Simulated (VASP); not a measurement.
# Sr (I4/mmm) in VASP: notebook

Runs on Sr. Level: PBEsol. Tasks: single point.

Program: VASP 6.6.1. These are calculated values, not measurements. Logs are shortened: lines on timing, memory, paths and dates and some standing lists are left out, and cuts for length are marked.

## Step 1: The cell of the first run

Symmetry: I4/mmm, No. 139, tetragonal system. The conventional cell has a = 4.850 Å, b = 4.850 Å, c = 4.705 Å, α = 90.00°, β = 90.00°, γ = 90.00°. Sr (site symmetry 4/mmm) has 14 Sr at 4.16 to 4.85 Å within 5.5 Å.

## Step 2: Single point, PBEsol (strain +0.000 along x and y, -0.030 along z)

INCAR reads:

```
ALGO = Fast
EDIFF = 1E-6
ENCUT = 520
GGA = PS
ISIF = 2
ISMEAR = 0
LASPH = True
LCHARG = False
LREAL = False
LWAVE = False
NBANDS = 11
NELM = 60
PREC = Accurate
SIGMA = 0.15
```

KPOINTS reads:

```
k-points
0
Gamma
  14 14 14
```

POSCAR reads:

```
Sr
1.0
   -2.4250000000      2.4250000000      2.3522500000
    2.4250000000     -2.4250000000      2.3522500000
    2.4250000000      2.4250000000     -2.3522500000
Sr
1
Direct
    0.0000000000      0.0000000000      0.0000000000
```

Potentials or basis: VASP PAW PBE potentials, release 64 (Sr_sv).

On the command line:

```sh
$ cat potpaw_PBE.64/Sr_sv/POTCAR > POTCAR
$ mpirun -np 1 vasp_std > vasp.out
```

OUTCAR:

```text
EDIFF = 1E-6
   ENCUT = 520
   GGA = PS
   ISIF = 2
   ISMEAR = 0
   LASPH = True
   LREAL = False
   NELM = 60
   PREC = Accurate

 ion  position               nearest neighbor table
   1  0.000  0.000  0.000-

  LATTYP: Found a body centered tetragonal cell.
 ALAT       =     4.8500000000
 C/A-ratio  =     0.9700000000

  Lattice vectors:

 A1 = (  -2.4250000000,   2.4250000000,   2.3522500000)
 A2 = (   2.4250000000,  -2.4250000000,   2.3522500000)
 A3 = (   2.4250000000,   2.4250000000,  -2.3522500000)

Analysis of symmetry for initial positions (statically):
=====================================================================
 Subroutine PRICEL returns:
 Original cell was already a primitive cell.

 Routine SETGRP: Setting up the symmetry group for a
 body centered tetragonal supercell.

 Subroutine GETGRP returns: Found 16 space group operations
 (whereof 16 operations were pure point group operations)
 out of a pool of 16 trial point group operations.

The static configuration has the point symmetry D_4h.

Analysis of symmetry for dynamics (positions and initial velocities):
=====================================================================
 Subroutine PRICEL returns:
 Original cell was already a primitive cell.

 Routine SETGRP: Setting up the symmetry group for a
 body centered tetragonal supercell.

 Subroutine GETGRP returns: Found 16 space group operations
 (whereof 16 operations were pure point group operations)
 out of a pool of 16 trial point group operations.

The dynamic configuration has the point symmetry D_4h.

 Subroutine INISYM returns: Found 16 space group operations
 (whereof 16 operations are pure point group operations),
 and found     1 'primitive' translations

----------------------------------------------------------------------------------------

                                     Primitive cell

  volume of cell :      55.3308

  direct lattice vectors                    reciprocal lattice vectors
    -2.425000000  2.425000000  2.352250000     0.000000000  0.206185567  0.212562440
     2.425000000 -2.425000000  2.352250000     0.206185567  0.000000000  0.212562440
     2.425000000  2.425000000 -2.352250000     0.206185567  0.206185567  0.000000000

  length of vectors
     4.158645220  4.158645220  4.158645220     0.296133887  0.296133887  0.291590425

  position of ions in fractional coordinates (direct lattice)
     0.000000000  0.000000000  0.000000000

  ion indices of the primitive-cell ions
   primitive index   ion index
                 1           1
[... 80 lines left out ...]
   POTIM  = 0.5000    time-step for ionic-motion
   TEBEG  =    0.0;   TEEND  =   0.0 temperature during run
   PSTRESS=    0.0 pullay stress
   NELECT =      10.0000    total number of electrons
   NUPDOWN=      -1.0000    fix difference up-down
   EMIN   =  10.00;   EMAX   =-10.00  energy-range for DOS
   EFERMI =   0.00;   METHOD = LEGACY
   ISMEAR =     0;   SIGMA  =   0.15  broadening in eV -4-tet -1-fermi 0-gaus
   EFERMI_NEDOS =   21; number of points for ismear=-14 and -15
   IALGO  =     68    algorithm
   IMIX   =      4    mixing-type and parameters
     AMIX     =   0.40;   BMIX     =  1.00
     AMIX_MAG =   1.60;   BMIX_MAG =  1.00
  volume/ion in A,a.u.               =      55.33       373.39
  Fermi-wavevector in a.u.,A,eV,Ry     =   0.925591  1.749114 11.656369  0.856719
  Thomas-Fermi vector in A             =   2.051462
   LORBIT       =      0    0 simple, 1 ext, 2 COOP (PROOUT), +10 PAW based schemes
   GGA     = PS    functional components
   LHFCALC =     F    Hartree Fock is set to
   AEXX    =    0.0000 exact exchange contribution
   IVDW    =     0    specifies the selected vdW correction
   LEPSILON=     F    determine dielectric tensor
   LRPA    =     F    only Hartree local field effects (RPA)
 non-spin polarized calculation
 RMM-DIIS sequential band-by-band and
 Gauss-broadening in eV      SIGMA  =   0.15
  energy-cutoff  :      520.00
  volume of cell :       55.33
 maximum number of plane-waves:      1501
   NGX = 15   NGY = 15   NGZ = 15

 number of electron      10.0000000 magnetization

 Free energy of the ion-electron system (eV)
  ---------------------------------------------------
  ext. energy  EPLUGINS =         0.00000000
  ---------------------------------------------------
  free energy    TOTEN  =        -1.83114993 eV

  energy without entropy =       -1.81740602  energy(sigma->0) =       -1.82427797

 E-fermi :   1.4829     XC(G=0):  -7.4112

 val. band max:        1.4825853253   @ k =  -0.3571   0.5000   0.3571
 cond. band min:       1.4871985923   @ k =  -0.4286   0.5000   0.3571
 fundamental gap:      0.0046132670
 Fermi energy:         1.4829372689

 k-point     1 :       0.0000    0.0000    0.0000
  band No.  band energies     occupation
      1     -35.0716      2.00000
      2     -16.9735      2.00000
      3     -16.9711      2.00000
      4     -16.9711      2.00000
      5      -2.1679      2.00000
      6       3.7128      0.00000
      7       3.8914      0.00000
      8       3.8914      0.00000
      9       5.0319      0.00000
     10       5.2843      0.00000
     11       9.4544      0.00000
[... 309 lines left out ...]
 k-point    24 :       0.2857    0.1429   -0.0000
  band No.  band energies     occupation
      1     -35.0583      2.00000
      2     -17.1310      2.00000
      3     -17.0321      2.00000
      4     -16.9867      2.00000
      5      -0.0698      2.00000
      6       2.2190      0.00000
      7       2.6773      0.00000
      8       4.8634      0.00000
      9       5.6482      0.00000
     10       5.8514      0.00000
     11       7.6368      0.00000

 [... further k-points ...]

------------------------ aborting loop because EDIFF is reached ----------------------------------------

  FORCE on cell =-STRESS in cart. coord.  units (eV):
  Direction    XX          YY          ZZ          XY          YZ          ZX
  --------------------------------------------------------------------------------------
  -------------------------------------------------------------------------------------
  Total       -0.3015833     -0.3015833     -0.2752995      0.0000000      0.0000000      0.0000000
  in kB       -8.7327491     -8.7327491     -7.9716661      0.0000000      0.0000000      0.0000000
  external PRESSURE =      -8.4790548 kB  Pullay stress =       0.0000000 kB

 VOLUME and BASIS-vectors are now :
 -----------------------------------------------------------------------------
  energy-cutoff  :      520.00
  volume of cell :       55.33
      direct lattice vectors                 reciprocal lattice vectors
    -2.425000000  2.425000000  2.352250000     0.000000000  0.206185567  0.212562440
     2.425000000 -2.425000000  2.352250000     0.206185567  0.000000000  0.212562440
     2.425000000  2.425000000 -2.352250000     0.206185567  0.206185567  0.000000000

 POSITION                                       TOTAL-FORCE (eV/Angst)
 -----------------------------------------------------------------------------------
      0.00000      0.00000      0.00000         0.000000     -0.000000     -0.000000
 -----------------------------------------------------------------------------------
    total drift:                                0.000000      0.000000     -0.000000

  FREE ENERGIE OF THE ION-ELECTRON SYSTEM (eV)
  ---------------------------------------------------
  free  energy   TOTEN  =        -1.8311499254 eV

  energy  without entropy=       -1.8174060243  energy(sigma->0) =       -1.82427797
```

stdout:

```text
POSCAR found type information on POSCAR Sr
 POSCAR found :  1 types and       1 ions
 scaLAPACK will be used
 -----------------------------------------------------------------------------
|                                                                             |
|                                                                             |
|     You enforced a specific xc type in the INCAR file but a different       |
|     I HOPE YOU KNOW WHAT YOU ARE DOING!                                     |
|                                                                             |
 -----------------------------------------------------------------------------

 LDA part: xc-table for (Slater+PW92), standard interpolation
 POSCAR, INCAR and KPOINTS ok, starting setup
 FFT: planning ... GRIDC
 FFT: planning ... GRID_SOFT
 FFT: planning ... GRID
 WAVECAR not read
 entering main loop
WARNING in EDDRMM: call to ZHEGV failed, returncode =   8  4      5
```

Wall time 80 s (1 thread of AMD EPYC 9R45 (Zen 5), shared host); peak memory 0.26 GiB.

What came out:

```yaml
Free_energy: -1.8311 eV
Pressure: -0.8 GPa
Band_gap_on_the_k_mesh: zero (bands 5 and 6 overlap by 0.34 eV)
```

Caveat: the cell differs from its parent crystal (strain +0.000 along x and y, -0.030 along z); the PAW data sets were made with another functional, which shifts forces and pressure a little.

## Step 3: Single point, PBEsol (strain -0.015 along x and y, +0.000 along z)

Changes to INCAR since step 2:

```diff
@@ -11,3 +11,3 @@
 NBANDS = 11
-NELM = 60
+NELM = 80
 PREC = Accurate
```

KPOINTS is that of step 2.

POSCAR reads:

```
Sr
1.0
   -2.3886250000      2.3886250000      2.4250000000
    2.3886250000     -2.3886250000      2.4250000000
    2.3886250000      2.3886250000     -2.4250000000
Sr
1
Direct
    0.0000000000      0.0000000000      0.0000000000
```

Potentials or basis: VASP PAW PBE potentials, release 64 (Sr_sv).

On the command line:

```sh
$ cat potpaw_PBE.64/Sr_sv/POTCAR > POTCAR
$ mpirun -np 1 vasp_std > vasp.out
```

It took 80 s on 1 thread of AMD EPYC 9R45 (Zen 5), shared host; peak memory 0.25 GiB.

It converged, with:

```
Free energy            : -1.8313 eV
Pressure               : -0.9 GPa
Band gap on the k mesh : zero (bands 5 and 6 overlap by 0.37 eV)
```

Levels at points of the mesh, in eV from the Fermi level:
```csv
k point,band 3,band 4,band 5,band 6,band 7,band 8
"(0.00, 0.00, 0.00)",-18.46,-18.45,-3.65,2.32,2.32,2.40
"(0.50, 0.00, 0.00)",-18.52,-18.45,-1.03,0.20,1.23,3.44
"(0.50, 0.50, 0.00)",-18.52,-18.46,-1.00,0.25,1.14,3.55
"(0.50, 0.50, 0.50)",-18.59,-18.59,-0.15,-0.11,3.44,3.64
```

Caveat: the cell differs from its parent crystal (strain -0.015 along x and y, +0.000 along z); the PAW data sets were made with another functional, which shifts forces and pressure a little.

## Step 4: Single point, PBEsol (strain +0.000 along x and y, -0.015 along z)

INCAR reads:

```
ALGO = Fast
EDIFF = 1E-6
ENCUT = 520
GGA = PS
ISIF = 2
ISMEAR = 0
LASPH = T
LCHARG = T
LELF = T
LREAL = F
LVHAR = T
LWAVE = F
NBANDS = 11
NELM = 60
PREC = Accurate
SIGMA = 0.15
```

KPOINTS is that of step 3.

POSCAR reads:

```
Sr
1.0
   -2.4250000000      2.4250000000      2.3886250000
    2.4250000000     -2.4250000000      2.3886250000
    2.4250000000      2.4250000000     -2.3886250000
Sr
1
Direct
    0.0000000000      0.0000000000      0.0000000000
```

On the command line:

```sh
$ cat potpaw_PBE.64/Sr_sv/POTCAR > POTCAR
$ mpirun -np 1 vasp_std > vasp.out
```

Run time: 73 s. Hardware: 1 thread of AMD EPYC 9R45 (Zen 5), shared host; peak memory 0.26 GiB.

It converged, with:

- Free energy: -1.8264 eV
- Pressure: -1.0 GPa
- Band gap on the k mesh: zero (bands 5 and 6 overlap by 0.35 eV)

Levels at points of the mesh, in eV from the Fermi level:
| k point | band 3 | band 4 | band 5 | band 6 | band 7 | band 8 |
| --- | --- | --- | --- | --- | --- | --- |
| (0.00, 0.00, 0.00) | -18.49 | -18.49 | -3.63 | 2.27 | 2.35 | 2.35 |
| (0.50, 0.00, 0.00) | -18.56 | -18.49 | -1.00 | 0.21 | 1.16 | 3.46 |
| (0.50, 0.50, 0.00) | -18.55 | -18.49 | -1.03 | 0.16 | 1.26 | 3.37 |
| (0.50, 0.50, 0.50) | -18.63 | -18.62 | -0.13 | -0.10 | 3.44 | 3.44 |

Caveat: the cell differs from its parent crystal (strain +0.000 along x and y, -0.015 along z); the PAW data sets were made with another functional, which shifts forces and pressure a little.

## Step 5: Summary

| cell | gap on the mesh (eV) | pressure (GPa) |
| --- | --- | --- |
| a = 4.159 Å, angles 108.7, 108.7, 111.1°, 1 atom | none | -0.8 |
| a = 4.158 Å, angles 109.9, 109.9, 108.7°, 1 atom | none | -0.9 |
| a = 4.179 Å, angles 109.1, 109.1, 110.3°, 1 atom | none | -1.0 |

Alike in all rows: task single point; level PBEsol; potentials or basis VASP PAW PBE potentials, release 64 (Sr_sv); no spin polarisation; k mesh 14 × 14 × 14; cutoff (eV) 520; smearing gaussian 0.15 eV.

Caveats: the PAW data sets were made with another functional, which shifts forces and pressure a little.

Total energies depend on the potentials used, so only differences within one code and one set of settings carry meaning.
